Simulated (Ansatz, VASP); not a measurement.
# CaS: VASP beside Ansatz

File INCAR:

```
SYSTEM = CaS
PREC     = Accurate       ! precision mode
ENCUT    = 500            ! plane-wave cutoff, eV
EDIFF    = 1E-6           ! SCF threshold, eV
ISMEAR   = 0              ! smearing method
SIGMA    = 0.02           ! smearing width, eV
LREAL    = .False.        ! projectors in reciprocal space
LASPH    = .True.         ! aspherical terms in the spheres
NELM     = 120            ! most SCF steps
ALGO     = Normal         ! electronic algorithm
ISIF     = 2              ! what is computed and relaxed
LWAVE    = .False.        ! write WAVECAR
LCHARG   = .False.        ! write CHGCAR
GGA      = PE             ! functional
NBANDS   = 15             ! bands
GGA_COMPAT= .False.
```

The input KPOINTS:

```
Automatic mesh
0
Gamma
  8 8 8
  0 0 0
```

File POSCAR:

```
CaS
1.0
    0.0000000000      2.9482250759      2.9482250759
    2.9482250759      0.0000000000      2.9482250759
    2.9482250759      2.9482250759      0.0000000000
Ca S
1 1
Direct
    0.0000000000      0.0000000000      0.0000000000
    0.5000000000      0.5000000000      0.5000000000
```

Input for Ansatz:

```yaml
crystal:
  lattice:
    - [0.0, 2.9482250759, 2.9482250759]
    - [2.9482250759, 0.0, 2.9482250759]
    - [2.9482250759, 2.9482250759, 0.0]
  atoms:
    - { symbol: Ca, position: [0.0, 0.0, 0.0] }
    - { symbol: S, position: [0.5, 0.5, 0.5] }
basis:
  ecutwfc: 420
kpoints:
  mp_grid: { grid: [8, 8, 8] }
hamiltonian:
  xc: pbe
scf:
  occupations: { method: gaussian, width: 0.02 }
output:
  forces: true
  stress: true
  eigenvalues: true
```

Alike in both runs: task single point; functional PBE; k mesh 8 × 8 × 8; occupations gaussian, width 0.02 eV; no spin polarisation.

|  | VASP | Ansatz |
| --- | --- | --- |
| version | VASP 6.6.1 | Ansatz 0.2.0 |
| potentials or method | VASP PAW PBE potentials, release 64 (Ca_sv, S), cutoff 500 eV | scalar-relativistic, plane waves, PAW |
| valence electrons in the cell | 16 | 16 |

VASP gave:

| Property | Result |
| --- | --- |
| gap on the k mesh at the Fermi level (eV) | 2.55 |
| least direct gap on the mesh (eV) | 3.29 |
| pressure (GPa) | -4.4 |

Q: Estimate Ansatz's values.

A: gap on the k mesh at the Fermi level (eV): 2.56; least direct gap on the mesh (eV): 3.29; pressure (GPa): -4.5.
